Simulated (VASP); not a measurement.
# Li4TmGe (P4/mmm) in VASP: notebook, part 2 of 2

VASP 6.6.1. Earlier steps stand in the parts before.

## 3. Relaxation of cell and atoms, PBE

This run uses another cell than the first one, of 15.29 Å³/atom.

Contents of INCAR:

```
ALGO     = Normal         # electronic algorithm
EDIFF    = 1E-7           # SCF threshold, eV
EDIFFG   = -0.08          # ionic threshold
ENCUT    = 750            # plane-wave cutoff, eV
GGA      = PE             # functional
GGA_COMPAT= F            
IBRION   = 2              # ionic algorithm
ISIF     = 3              # what is computed and relaxed
ISMEAR   = 0              # smearing method
LASPH    = T              # aspherical terms in the spheres
LCHARG   = F              # write CHGCAR
LMAXMIX  = 6              # l up to which the mixer works
LREAL    = F              # projectors in reciprocal space
LWAVE    = F              # write WAVECAR
NELM     = 200            # most SCF steps
NELMIN   = 4            
NSW      = 36             # ionic steps
PREC     = Accurate       # precision mode
SIGMA    = 0.2            # smearing width, eV
```

Contents of KPOINTS:

```
k-points
0
Gamma
  5 5 2
```

Contents of POSCAR:

```
Li4TmGe
1.0
    2.9710078500      0.0000000000      0.0000000000
    0.0000000000      2.9710078500      0.0000000000
    0.0000000000      0.0000000000     10.3907948700
Li Tm Ge
4 1 1
Direct
    0.5000000000      0.5000000000      0.1703388400
    0.0000000000      0.0000000000      0.6526067300
    0.0000000000      0.0000000000      0.3473932700
    0.5000000000      0.5000000000      0.8296611600
    0.0000000000      0.0000000000      0.0000000000
    0.5000000000      0.5000000000      0.5000000000
```

Potentials or basis: VASP PAW PBE potentials, release 64 (Li_sv, Tm_3, Ge_d), 4f in core.

Started as:

```bash
$ cat potpaw_PBE.64/Li_sv/POTCAR potpaw_PBE.64/Tm_3/POTCAR potpaw_PBE.64/Ge_d/POTCAR > POTCAR
$ mpirun -np 1 vasp_std > vasp.out
```

It took 3.5 min on 1 thread of Intel Xeon 6975P-C (Granite Rapids), shared host; peak memory 0.3 GiB.

Results (log left out):

| Property | Result |
| --- | --- |
| Free energy | -16.7352 eV |
| Relaxed volume | 19.69 Å³/atom |
| Relaxed cell | a = 3.114 Å, b = 3.114 Å, c = 12.183 Å, α = 90.00°, β = 90.00°, γ = 90.00° |
| Space group after relaxing (to 0.1 Å) | P4/mmm (No. 123) |
| Energy gained by relaxing | 221.0 meV/atom |
| Ionic steps | 12 |
| Pressure after relaxing | 0.1 GPa |
| Largest force after relaxing | 0.053 eV/Å |
| Band gap on the k mesh | zero (an odd number of electrons rules out a gap without spin polarisation) |

Forces on the atoms (eV/Å):
```
Li   0.000  0.000  0.053
Li   0.000  0.000  0.000
Li   0.000  0.000  0.000
Li   0.000  0.000 -0.053
Tm   0.000  0.000  0.000
Ge   0.000  0.000  0.000
```

Stress tensor (GPa, compression positive):
```
 0.31  0.00  0.00
 0.00  0.31  0.00
 0.00  0.00 -0.34
```

The path:
| step | energy change (eV) | largest force (eV/Å) | pressure (GPa) | volume (Å³) |
| --- | --- | --- | --- | --- |
| 1 | 0.0000 | 1.5097 | 12.19 | 91.72 |
| 2 | -0.9298 | 0.8250 | 3.24 | 108.04 |
| 3 | -1.0710 | 0.3043 | -1.76 | 126.86 |
| 4 | -1.0976 | 0.4253 | -0.74 | 121.58 |
| 5 | -1.0980 | 0.4450 | -0.56 | 120.78 |
| 6 | -1.1427 | 0.3817 | -0.50 | 120.03 |
| 7 | -1.2393 | 0.2488 | -0.16 | 117.68 |
| 8 | -1.2280 | 0.2787 | 1.38 | 112.64 |
| 9 | -1.2706 | 0.2580 | 0.39 | 115.37 |
| 10 | -1.2901 | 0.2126 | 0.06 | 116.88 |
| 11 | -1.3130 | 0.1092 | -0.63 | 120.80 |
| 12 | -1.3261 | 0.0530 | 0.10 | 118.16 |

Final structure:
```xyz
6
Lattice="3.1143 0.0000 0.0000 0.0000 3.1143 0.0000 0.0000 0.0000 12.1828" Properties=species:S:1:pos:R:3 pbc="T T T"
Li    1.5571    1.5571    2.4666
Li    3.1143    0.0000    7.7130
Li    0.0000    0.0000    4.4698
Li    1.5571    1.5571    9.7162
Tm    3.1143    3.1143   12.1828
Ge    1.5571    1.5571    6.0914
```

Levels at points of the mesh, in eV from the Fermi level:
```csv
k point,band 15,band 16,band 17,band 18,band 19,band 20,band 21
"(0.00, 0.00, 0.00)",-3.81,-2.00,-1.57,-0.32,0.73,1.63,3.55
"(0.00, 0.00, 0.50)",-3.66,-2.53,-0.92,-0.32,0.33,1.78,3.55
```

Caveat: the k points lie up to 0.40 Å⁻¹ apart in the final cell, too coarse for converged energies and pressures of a metal; the volume moved by over 15 % at a fixed basis, so the end points are rough; spin-orbit coupling is left out, which moves the levels of the heavy elements; the 4f electrons are frozen in the core, so they carry no moment and show no levels; the relaxation stopped at a loose force limit of 0.08 eV/Å, so its end isn't a converged minimum.

## 4. Single point, PBE

This run uses another cell than the first one, of 23.19 Å³/atom.

Contents of INCAR:

```
PREC = Accurate
ENCUT = 750
EDIFF = 1E-6
ISMEAR = 0
SIGMA = 0.2
LREAL = F
LASPH = T
NELM = 200
ALGO = Normal
ISIF = 2
LWAVE = F
LCHARG = F
GGA = PE
NBANDS = 26
GGA_COMPAT = F
LMAXMIX = 6
```

Contents of KPOINTS:

```
Automatic mesh
0
Gamma
  6 6 2
```

Contents of POSCAR:

```
Li4TmGe
1.0
    3.0955348579      0.0000000000      0.0000000000
    0.0000000000      3.0955348579      0.0000000000
    0.0000000000      0.0000000000     14.5201459586
Li Tm Ge
4 1 1
Direct
    0.5000000000      0.5000000000      0.3243327022
    0.5000000000      0.5000000000      0.8905372164
    0.5000000000      0.5000000000      0.1094627836
    0.5000000000      0.5000000000      0.6756672978
    0.0000000000      0.0000000000      0.5000000000
    0.0000000000      0.0000000000      0.0000000000
```

Potentials or basis: VASP PAW PBE potentials, release 64 (Li_sv, Tm_3, Ge_d), 4f in core.

Started as:

```bash
$ cat potpaw_PBE.64/Li_sv/POTCAR potpaw_PBE.64/Tm_3/POTCAR potpaw_PBE.64/Ge_d/POTCAR > POTCAR
$ mpirun -np 1 vasp_std > vasp.out
```

OUTCAR:

```text
PREC = Accurate
   ENCUT = 750
   EDIFF = 1E-6
   ISMEAR = 0
   LREAL = F
   LASPH = T
   NELM = 200
   ISIF = 2
   GGA = PE

 ion  position               nearest neighbor table
   1  0.500  0.500  0.324-
   2  0.500  0.500  0.891-   6 2.71   6 2.71   6 2.71   6 2.71
   3  0.500  0.500  0.109-   6 2.71   6 2.71   6 2.71   6 2.71
   4  0.500  0.500  0.676-
   5  0.000  0.000  0.500-
   6  0.000  0.000  0.000-   2 2.71   3 2.71   2 2.71   3 2.71   2 2.71   3 2.71   2 2.71   3 2.71

  LATTYP: Found a simple tetragonal cell.
 ALAT       =     3.0955348579
 C/A-ratio  =     4.6906743504

  Lattice vectors:

 A1 = (   3.0955348579,   0.0000000000,   0.0000000000)
 A2 = (   0.0000000000,   3.0955348579,   0.0000000000)
 A3 = (   0.0000000000,   0.0000000000,  14.5201459586)

Analysis of symmetry for initial positions (statically):
=====================================================================
 Subroutine PRICEL returns:
 Original cell was already a primitive cell.

 Routine SETGRP: Setting up the symmetry group for a
 simple tetragonal supercell.
[... 172 lines left out ...]

 val. band max:        1.6326809537   @ k =   0.3333   0.1667   0.0000
 cond. band min:       1.6769749428   @ k =   0.3333   0.0000   0.5000
 fundamental gap:      0.0442939891
 Fermi energy:         1.6604623918

 k-point     1 :       0.0000    0.0000    0.0000
  band No.  band energies     occupation
      1     -45.0290      2.00000
      2     -45.0290      2.00000
      3     -44.7726      2.00000
      4     -44.7703      2.00000
      5     -23.9476      2.00000
      6     -23.5198      2.00000
[... 569 lines left out ...]
     25       5.1863      0.00000
     26       6.1553      0.00000

------------------------ aborting loop because EDIFF is reached ----------------------------------------

  FORCE on cell =-STRESS in cart. coord.  units (eV):
  Direction    XX          YY          ZZ          XY          YZ          ZX
  --------------------------------------------------------------------------------------
  -------------------------------------------------------------------------------------
  Total        0.0494581      0.0494581     -0.0207170      0.0000000     -0.0000000      0.0000000
  in kB        0.5695156      0.5695156     -0.2385591      0.0000000     -0.0000000      0.0000000
  external PRESSURE =       0.3001574 kB  Pullay stress =       0.0000000 kB

 VOLUME and BASIS-vectors are now :
 -----------------------------------------------------------------------------
  energy-cutoff  :      750.00
  volume of cell :      139.14
      direct lattice vectors                 reciprocal lattice vectors
     3.095534858  0.000000000  0.000000000     0.323045950  0.000000000  0.000000000
     0.000000000  3.095534858  0.000000000     0.000000000  0.323045950  0.000000000
     0.000000000  0.000000000 14.520145959     0.000000000  0.000000000  0.068869831

 POSITION                                       TOTAL-FORCE (eV/Angst)
 -----------------------------------------------------------------------------------
      1.54777      1.54777      4.70936        -0.000000      0.000000     -0.013230
      1.54777      1.54777     12.93073         0.000000      0.000000     -0.007976
      1.54777      1.54777      1.58942        -0.000000     -0.000000      0.007976
      1.54777      1.54777      9.81079        -0.000000      0.000000      0.013230
      0.00000      0.00000      7.26007        -0.000000      0.000000      0.000000
      0.00000      0.00000      0.00000        -0.000000      0.000000      0.000000
 -----------------------------------------------------------------------------------
    total drift:                                0.000000      0.000000      0.000000

  FREE ENERGIE OF THE ION-ELECTRON SYSTEM (eV)
  ---------------------------------------------------
  free  energy   TOTEN  =       -16.4609847031 eV

  energy  without entropy=      -16.3888190528  energy(sigma->0) =      -16.42490188
```

It took 65 s on 1 thread of Intel Xeon 6975P-C (Granite Rapids), shared host; peak memory 0.39 GiB.

What came out:

| Property | Result |
| --- | --- |
| Free energy | -16.4610 eV |
| Pressure | 0.0 GPa |
| Largest force | 0.013 eV/Å |
| Band gap on the k mesh | zero (an odd number of electrons rules out a gap without spin polarisation) |

Forces in eV/Å, atoms in the order of the input:
```
Li   0.000  0.000 -0.013
Li   0.000  0.000 -0.008
Li   0.000  0.000  0.008
Li   0.000  0.000  0.013
Tm   0.000  0.000  0.000
Ge   0.000  0.000  0.000
```

Caveat: spin-orbit coupling is left out, which moves the levels of the heavy elements; the 4f electrons are frozen in the core, so they carry no moment and show no levels. Spin polarisation is off, so any magnetic state and its effect on volume and gap are missing.

## 5. Overview

```csv
task,cell,k mesh,gap on the mesh (eV),pressure (GPa),relaxed volume (Å³/atom),largest force (eV/Å)
relaxation of cell and atoms,"relaxed from a = 4.159, b = 4.159, c = 5.074 Å, 6 atoms, atomic positions A",4 × 4 × 3,none,-0.1,20.68,0.02
relaxation of cell and atoms,"relaxed from a = 2.971, b = 2.971, c = 10.391 Å, 6 atoms, atomic positions B",5 × 5 × 2,none,0.1,19.69,0.05
single point,"a = 3.096, b = 3.096, c = 14.520 Å, 6 atoms, atomic positions C",6 × 6 × 2,none,0.0,-,0.01
```

Alike in all rows: level PBE; potentials or basis VASP PAW PBE potentials, release 64 (Li_sv, Tm_3, Ge_d), 4f in core; no spin polarisation; cutoff (eV) 750; smearing gaussian 0.2 eV.

Caveats: some runs use coarse meshes; spin-orbit coupling is left out, which moves the levels of the heavy elements; the 4f electrons are frozen in the core, so they carry no moment and show no levels; the volume moved by over 15 % at a fixed basis, so the end points are rough (at least some runs); the relaxation stopped at a loose force limit of 0.08 eV/Å, so its end isn't a converged minimum (at least some runs).

Total energies depend on the potentials used, so only differences within one code and one set of settings carry meaning.

The gap in the log of VASP goes by the Fermi energy; the results here count the filled bands.